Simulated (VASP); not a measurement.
Set up this calculation in VASP 6.6.1, as the native input.

```
Task                   : single point
Functional             : PBE
Potentials or basis    : VASP PAW PBE potentials, release 64 (In_d)
Cutoff                 : 520 eV
k mesh                 : 12 × 12 × 12
Occupations            : fermi-dirac, width 0.1 eV
Spin                   : no spin polarisation
Dipole correction      : no
Further INCAR settings : ALGO = Normal; EDIFF = 1e-06; NBANDS = 12
```

The structure of In lies in POSCAR:

```
In
1.0
    0.0000000000      2.3942798090      2.3942798090
    2.3942798090      0.0000000000      2.3942798090
    2.3942798090      2.3942798090      0.0000000000
In
1
Direct
    0.0000000000      0.0000000000      0.0000000000
```

This isn't the form of In at room conditions, which is tetragonal.

One way to write it, as run:

INCAR

```
PREC = Accurate ; ENCUT = 520
EDIFF = 1E-6 ; ISMEAR = -1
SIGMA = 0.1 ; LREAL = False
LASPH = True ; NELM = 100
ALGO = Normal ; ISIF = 2
LWAVE = False ; LCHARG = False
GGA = PE ; NBANDS = 12
```

KPOINTS

```
Automatic mesh
0
Gamma
  12 12 12
```

Potentials or basis: VASP PAW PBE potentials, release 64 (In_d).

Launch:

```bash
$ cat potpaw_PBE.64/In_d/POTCAR > POTCAR
$ mpirun -np 1 vasp_std > vasp.out
```

It gave:

- Pressure: 0.0 GPa
- Band gap on the k mesh: zero (an odd number of electrons rules out a gap without spin polarisation)

Caveat: spin-orbit coupling is left out, which moves the levels of the heavy elements.

Run time: 22 s on 1 thread of Intel Xeon 8259CL, on a shared host, peak memory 0.17 GiB.
